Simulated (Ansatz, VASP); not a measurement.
P in VASP and in Ansatz

```xyz
4
Lattice="4.6044 0.0000 0.0000 0.0000 3.2754 0.0000 0.0000 0.0000 27.8196" Properties=species:S:1:pos:R:3 pbc="T T T"
P     0.4156    0.0000   10.5442
P     1.8866    1.6377   10.5442
P     2.7178    1.6377    8.4558
P     4.1887    0.0000    8.4558
```

Change from the starting cell: hydrostatic strain -0.5%.

Alike in both runs: task single point; functional PBE; k mesh 6 × 8 × 1; occupations fermi-dirac, width 0.02 eV; no spin polarisation.

```csv
,VASP,Ansatz
version,VASP 6.6.1,Ansatz 0.2.0
potentials or method,"VASP PAW PBE potentials, release 64 (P)","plane waves, PAW"
plane-wave cutoff (eV),520,420
valence electrons in the cell,20,20
```

VASP gave:

```
gap on the k mesh at the Fermi level (eV) : 0.88
rms of the force components (eV/Å)        : 0.125
```

Task: Which values does Ansatz return?

Result: gap on the k mesh at the Fermi level (eV): 0.86; rms of the force components (eV/Å): 0.153.

Atom by atom the forces differ by 0.030 eV/Å (rms over components).
